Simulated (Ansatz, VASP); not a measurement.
One calculation of TiO2, two programs

The input INCAR:

```
SYSTEM = TiO2
ALGO     = Normal         ! electronic algorithm
EDIFF    = 1E-6           ! SCF threshold, eV
ENCUT    = 520            ! plane-wave cutoff, eV
GGA      = PE             ! functional
ISIF     = 2              ! what is computed and relaxed
ISMEAR   = 0              ! smearing method
LASPH    = .TRUE.         ! aspherical terms in the spheres
LCHARG   = .FALSE.        ! write CHGCAR
LREAL    = .FALSE.        ! projectors in reciprocal space
LWAVE    = .FALSE.        ! write WAVECAR
NBANDS   = 33             ! bands
NELM     = 60             ! most SCF steps
PREC     = Accurate       ! precision mode
SIGMA    = 0.05           ! smearing width, eV
```

The input KPOINTS:

```
k-points
0
G
  8 8 10
  0 0 0
```

File POSCAR:

```
TiO2
1.0
    4.5002619898      0.0000000000      0.0000000000
    0.0000000000      4.5002619898      0.0000000000
    0.0000000000      0.0000000000      2.6506543120
Ti O
2 4
Direct
    0.0000000000      0.0000000000      0.0000000000
    0.5000000000      0.5000000000      0.5000000000
    0.3050970583      0.3050970583      0.0000000000
    0.1949029417      0.8050970583      0.5000000000
    0.6949029417      0.6949029417      0.0000000000
    0.8050970583      0.1949029417      0.5000000000
```

Input for Ansatz:

```yaml
crystal:
  lattice:
    - [4.5002619898, 0.0, 0.0]
    - [0.0, 4.5002619898, 0.0]
    - [0.0, 0.0, 2.650654312]
  atoms:
    - { symbol: Ti, position: [0.0, 0.0, 0.0] }
    - { symbol: Ti, position: [0.5, 0.5, 0.5] }
    - { symbol: O, position: [0.3050970583, 0.3050970583, 0.0] }
    - { symbol: O, position: [0.1949029417, 0.8050970583, 0.5] }
    - { symbol: O, position: [0.6949029417, 0.6949029417, 0.0] }
    - { symbol: O, position: [0.8050970583, 0.1949029417, 0.5] }
basis:
  ecutwfc: 520.0
kpoints:
  mp_grid: { grid: [8, 8, 10] }
hamiltonian:
  xc: pbe
  pseudopotentials: { kind: paw, azcp: { folder: soft_1 } }
scf:
  occupations: { method: gaussian, width: 0.05 }
output:
  forces: true
  stress: true
  eigenvalues: true
  write_density: true
  write_potential: true
  elf: true
  volumetric_format: npy
```

Alike in both runs: task single point; functional PBE; k mesh 8 × 8 × 10; occupations gaussian, width 0.05 eV; no spin polarisation.

|  | VASP | Ansatz |
| --- | --- | --- |
| version | VASP 6.6.1 | Ansatz 0.2.0 |
| potentials or method | VASP PAW PBE potentials, release 64 (Ti_sv, O), cutoff 520 eV | scalar-relativistic, plane waves, PAW |
| valence electrons in the cell | 48 | 48 |

|  | VASP | Ansatz | Ansatz less VASP |
| --- | --- | --- | --- |
| gap on the k mesh at the Fermi level (eV) | 2.36 | 2.39 | +0.029 |
| least direct gap on the mesh (eV) | 2.43 | 2.45 | +0.015 |
| rms of the force components (eV/Å) | 0.934 | 0.910 | -0.0239 |

Atom by atom the forces differ by 0.024 eV/Å (rms over components).
